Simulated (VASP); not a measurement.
# TiO2 (I4_1/amd) in VASP: a series of runs, part 2 of 2

VASP 6.6.1.

## 3. Single point, PBE+U (12.23 Å³/atom)

This run uses another cell than the first one, of 12.23 Å³/atom.

INCAR

```
SYSTEM = TiO2
  PREC = Accurate
  ENCUT = 520
  EDIFF = 1E-6
  ISMEAR = 0
  SIGMA = 0.02
  LREAL = .FALSE.
  LASPH = .TRUE.
  NELM = 150
  ALGO = Normal
  ISIF = 2
  LWAVE = .FALSE.
  LCHARG = .FALSE.
  LMAXMIX = 4
  LDAU = .TRUE.
  LDAUTYPE = 2
  LDAUL = 2 -1
  LDAUU = 4 0
  LDAUJ = 0 0
  LDAUPRINT = 1
  GGA = PE
  NBANDS = 33
```

KPOINTS

```
regular mesh
0
G
  8 8 8
  0 0 0
```

POSCAR

```
TiO2
1.0
   -1.9222791758      1.9222791758      4.9649323952
    1.9222791758     -1.9222791758      4.9649323952
    1.9222791758      1.9222791758     -4.9649323952
Ti O
2 4
Direct
    0.0000000000      0.0000000000      0.0000000000
    0.7500000000      0.2500000000      0.5000000000
    0.2035311093      0.2035311093      0.0000000000
    0.9535311093      0.4535311093      0.5000000000
    0.5464688907      0.0464688907      0.5000000000
    0.7964688907      0.7964688907      0.0000000000
```

Potentials or basis: VASP PAW PBE potentials, release 64 (Ti_sv, O).

Run with:

```bash
cat potpaw_PBE.64/Ti_sv/POTCAR potpaw_PBE.64/O/POTCAR > POTCAR
mpirun -np 1 vasp_std > vasp.out
```

Wall time 5.6 min (1 thread of Intel Xeon Platinum 8259CL at 2.50GHz (Skylake/Cascade Lake), shared host); peak memory 0.31 GiB.

Results (log left out):

- Free energy: -48.5115 eV
- Pressure: -1.1 GPa
- Largest force: 0.145 eV/Å
- Band gap on the k mesh: 2.66 eV (least direct gap 2.88 eV)

Forces on the atoms (eV/Å):
```
Ti   0.000  0.000  0.000
Ti   0.000  0.000  0.000
O    0.000  0.000  0.145
O    0.000  0.000  0.145
O    0.000  0.000 -0.145
O    0.000  0.000 -0.145
```

Stress tensor (GPa, compression positive):
```
-0.82  0.00  0.00
 0.00 -0.82  0.00
 0.00  0.00 -1.51
```

Levels at points of the mesh, in eV from the valence-band top:
| k point | band 22 | band 23 | band 24 | band 25 | band 26 | band 27 |
| --- | --- | --- | --- | --- | --- | --- |
| (0.00, 0.00, 0.00) | -0.74 | -0.31 | -0.31 | 2.66 | 3.28 | 4.36 |
| (0.50, 0.00, 0.00) | -0.84 | -0.73 | -0.65 | 3.61 | 3.77 | 3.86 |
| (0.50, 0.50, 0.00) | -1.78 | -0.05 | -0.05 | 3.58 | 3.58 | 3.98 |
| (0.50, 0.50, 0.50) | -1.16 | -0.04 | -0.04 | 2.96 | 2.96 | 4.13 |

Eigenvalues of the final occupation matrices:
| site | spin | trace | eigenvalues |
| --- | --- | --- | --- |
| site 1 d | 1 | 0.78 | 0.10 0.10 0.10 0.24 0.24 |
| site 1 d | 2 | 0.78 | 0.10 0.10 0.10 0.24 0.24 |
| site 2 d | 1 | 0.78 | 0.10 0.10 0.10 0.24 0.24 |
| site 2 d | 2 | 0.78 | 0.10 0.10 0.10 0.24 0.24 |

A k mesh can miss the band edges.

## 4. Single point, PBE+U

This run uses another cell than the first one, of 11.35 Å³/atom.

INCAR

```
SYSTEM = TiO2
PREC = Accurate ; ENCUT = 600
EDIFF = 1E-6 ; ISMEAR = 0
SIGMA = 0.02 ; LREAL = .FALSE.
LASPH = .TRUE. ; NELM = 200
ALGO = Normal ; ISIF = 2
LWAVE = .FALSE. ; LCHARG = .FALSE.
LMAXMIX = 4 ; LDAU = .TRUE.
LDAUTYPE = 2 ; LDAUL = 2 -1
LDAUU = 4 0 ; LDAUJ = 0 0
LDAUPRINT = 1 ; GGA = PE
NBANDS = 33 ; GGA_COMPAT = .FALSE.
```

KPOINTS is that of step 3.

POSCAR

```
TiO2
1.0
   -1.8921000000      1.8921000000      4.7573000000
    1.8921000000     -1.8921000000      4.7573000000
    1.8921000000      1.8921000000     -4.7573000000
Ti O
2 4
Direct
    0.0000000000      0.0000000000      0.0000000000
    0.7500000000      0.2500000000      0.5000000000
    0.2085093428      0.2085093428      0.0000000000
    0.9585093428      0.4585093428      0.5000000000
    0.5414906572      0.0414906572      0.5000000000
    0.7914906572      0.7914906572      0.0000000000
```

Potentials or basis: VASP PAW PBE potentials, release 64 (Ti_sv, O).

Run with:

```bash
cat potpaw_PBE.64/Ti_sv/POTCAR potpaw_PBE.64/O/POTCAR > POTCAR
mpirun -np 1 vasp_std > vasp.out
```

OUTCAR:

```text
SYSTEM = TiO2
   PREC = Accurate
   ENCUT = 600
   EDIFF = 1E-6
   ISMEAR = 0
   LREAL = .FALSE.
   LASPH = .TRUE.
   NELM = 200
   ISIF = 2
   GGA = PE

 ion  position               nearest neighbor table
   1  0.000  0.000  0.000-   4 1.93   5 1.93   5 1.93   4 1.93   3 1.98   6 1.98
   2  0.750  0.250  0.500-   3 1.93   6 1.93   6 1.93   3 1.93   4 1.98   5 1.98
   3  0.209  0.209  0.000-   2 1.93   2 1.93   1 1.98
   4  0.959  0.459  0.500-   1 1.93   1 1.93   2 1.98
   5  0.541  0.041  0.500-   1 1.93   1 1.93   2 1.98
   6  0.791  0.791  0.000-   2 1.93   2 1.93   1 1.98

  LATTYP: Found a body centered tetragonal cell.
 ALAT       =     3.7842000000
 C/A-ratio  =     2.5142962846

  Lattice vectors:

 A1 = (  -1.8921000000,   1.8921000000,   4.7573000000)
 A2 = (   1.8921000000,  -1.8921000000,   4.7573000000)
 A3 = (   1.8921000000,   1.8921000000,  -4.7573000000)

Analysis of symmetry for initial positions (statically):
=====================================================================
 Subroutine PRICEL returns:
 Original cell was already a primitive cell.

 Routine SETGRP: Setting up the symmetry group for a
 body centered tetragonal supercell.

 Subroutine GETGRP returns: Found 16 space group operations
 (whereof  8 operations were pure point group operations)
 out of a pool of 16 trial point group operations.

The static configuration has the point symmetry D_2d.
 The point group associated with its full space group is D_4h.

Analysis of symmetry for dynamics (positions and initial velocities):
=====================================================================
 Subroutine PRICEL returns:
[... 219 lines left out ...]
  o =  0.1023  v =  0.0000 -0.1222  0.0000  0.9925 -0.0000  0.0000  0.0000  0.0000  0.0000  0.0000      0.0000  0.0000  0.0000  0.0000  0.0000  0.0000  0.0000  0.0000  0.0000  0.0000
  o =  0.1065  v =  1.0000  0.0000  0.0000  0.0000  0.0000  0.0000  0.0000  0.0000  0.0000  0.0000      0.0000  0.0000  0.0000  0.0000  0.0000  0.0000  0.0000  0.0000  0.0000  0.0000
  o =  0.1065  v =  0.0000  0.0000  0.0000  0.0000  0.0000  1.0000  0.0000  0.0000  0.0000  0.0000      0.0000  0.0000  0.0000  0.0000  0.0000  0.0000  0.0000  0.0000  0.0000  0.0000
  o =  0.2528  v =  0.0000  0.0000  0.0000  0.0000  0.0000  0.0000  0.0000  1.0000 -0.0000  0.0000      0.0000  0.0000  0.0000  0.0000  0.0000  0.0000  0.0000  0.0000  0.0000  0.0000
  o =  0.2528  v =  0.0000  0.0000  1.0000 -0.0000  0.0000  0.0000  0.0000  0.0000  0.0000  0.0000      0.0000  0.0000  0.0000  0.0000  0.0000  0.0000  0.0000  0.0000  0.0000  0.0000
  o =  0.2546  v =  0.0000 -0.0000 -0.0000  0.0000  1.0000  0.0000  0.0000  0.0000  0.0000  0.0000      0.0000  0.0000  0.0000  0.0000  0.0000  0.0000  0.0000  0.0000  0.0000  0.0000
  o =  0.2546  v =  0.0000  0.0000  0.0000  0.0000  0.0000  0.0000 -0.0000 -0.0000  0.0000  1.0000      0.0000  0.0000  0.0000  0.0000  0.0000  0.0000  0.0000  0.0000  0.0000  0.0000

 number of electron      47.9999997 magnetization

 Free energy of the ion-electron system (eV)
  ---------------------------------------------------
  ext. energy  EPLUGINS =         0.00000000
  ---------------------------------------------------
  free energy    TOTEN  =       -48.36475896 eV

  energy without entropy =      -48.36475896  energy(sigma->0) =      -48.36475896

 E-fermi :   3.7578     XC(G=0): -10.7543

 val. band max:        3.6215295579   @ k =  -0.3750   0.3750   0.0000
 cond. band min:       6.3204684712   @ k =   0.0000   0.0000   0.0000
 fundamental gap:      2.6989389133
 Fermi energy:         3.7577927412

 k-point     1 :       0.0000    0.0000    0.0000
  band No.  band energies     occupation
      1     -53.7386      2.00000
      2     -53.6810      2.00000
      3     -30.1434      2.00000
      4     -29.9163      2.00000
      5     -29.9163      2.00000
      6     -29.8483      2.00000
[... 853 lines left out ...]
     32      10.3079      0.00000
     33      10.8953      0.00000

 [... further k-points ...]
[... 5 lines left out ...]
  --------------------------------------------------------------------------------------
  -------------------------------------------------------------------------------------
  Total        5.6387542      5.6387542      5.1290017      0.0000000     -0.0000000      0.0000000
  in kB      132.6126778    132.6126778    120.6242778      0.0000000     -0.0000000      0.0000000
  external PRESSURE =     128.6165445 kB  Pullay stress =       0.0000000 kB

 VOLUME and BASIS-vectors are now :
 -----------------------------------------------------------------------------
  energy-cutoff  :      600.00
  volume of cell :       68.13
      direct lattice vectors                 reciprocal lattice vectors
    -1.892100000  1.892100000  4.757300000     0.000000000  0.264256646  0.105101633
     1.892100000 -1.892100000  4.757300000     0.264256646  0.000000000  0.105101633
     1.892100000  1.892100000 -4.757300000     0.264256646  0.264256646  0.000000000

 POSITION                                       TOTAL-FORCE (eV/Angst)
 -----------------------------------------------------------------------------------
      0.00000      0.00000      0.00000        -0.000000     -0.000000     -0.000000
      0.00000      1.89210      2.37865        -0.000000     -0.000000     -0.000000
      0.00000      0.00000      1.98388         0.000000      0.000000      0.166567
     -0.00000      1.89210      4.36253        -0.000000     -0.000000      0.166567
     -0.00000      1.89210      0.39477        -0.000000     -0.000000     -0.166567
      0.00000      0.00000      7.53072         0.000000      0.000000     -0.166567
 -----------------------------------------------------------------------------------
    total drift:                               -0.000000     -0.000000     -0.000000

  FREE ENERGIE OF THE ION-ELECTRON SYSTEM (eV)
  ---------------------------------------------------
  free  energy   TOTEN  =       -48.3647589619 eV

  energy  without entropy=      -48.3647589619  energy(sigma->0) =      -48.36475896
```

stdout:

```text
POSCAR found type information on POSCAR TiO
 POSCAR found :  2 types and       6 ions
 scaLAPACK will be used
 LDA part: xc-table for (Slater+PW92), standard interpolation
 POSCAR, INCAR and KPOINTS ok, starting setup
 FFT: planning ... GRIDC
 FFT: planning ... GRID_SOFT
 FFT: planning ... GRID
 WAVECAR not read
 entering main loop
```

It took 6.9 min on 1 thread of Oxide Virtual Turin-like, shared host; peak memory 0.36 GiB.

What came out:

```
Free energy            : -48.3648 eV
Pressure               : 12.9 GPa
Largest force          : 0.167 eV/Å
Band gap on the k mesh : 2.70 eV (least direct gap 3.04 eV)
```

Forces on the atoms (eV/Å):
```
Ti   0.000  0.000  0.000
Ti   0.000  0.000  0.000
O    0.000  0.000  0.167
O    0.000  0.000  0.167
O    0.000  0.000 -0.167
O    0.000  0.000 -0.167
```

Stress tensor (GPa, compression positive):
```
13.26  0.00  0.00
 0.00 13.26  0.00
 0.00  0.00 12.06
```

Eigenvalues of the final occupation matrices:
| site | spin | trace | eigenvalues |
| --- | --- | --- | --- |
| site 1 d | 1 | 0.82 | 0.10 0.10 0.11 0.25 0.25 |
| site 1 d | 2 | 0.82 | 0.10 0.10 0.11 0.25 0.25 |
| site 2 d | 1 | 0.82 | 0.10 0.10 0.11 0.25 0.25 |
| site 2 d | 2 | 0.82 | 0.10 0.10 0.11 0.25 0.25 |

Caveat: the cell stands under pressure.

## 5. The runs side by side

```tsv
cell	cutoff (eV)	gap on the mesh (eV)	pressure (GPa)	largest force (eV/Å)
a = 5.584 Å, angles 140.0, 140.0, 57.8°, 6 atoms, atomic positions A	520	2.68	4.2	0.15
a = 5.660 Å, angles 140.3, 140.3, 57.4°, 6 atoms, atomic positions B	520	2.66	-1.1	0.14
a = 5.458 Å, angles 139.4, 139.4, 58.7°, 6 atoms, atomic positions C	600	2.70	12.9	0.17
```

Alike in all rows: task single point; level PBE+U; potentials or basis VASP PAW PBE potentials, release 64 (Ti_sv, O); no spin polarisation; Ti d U = 4.0 eV; k mesh 8 × 8 × 8; smearing gaussian 0.02 eV.

Caveats: the cell stands under pressure (at least some runs).

Absolute energies hang on the potentials; compare differences alone.
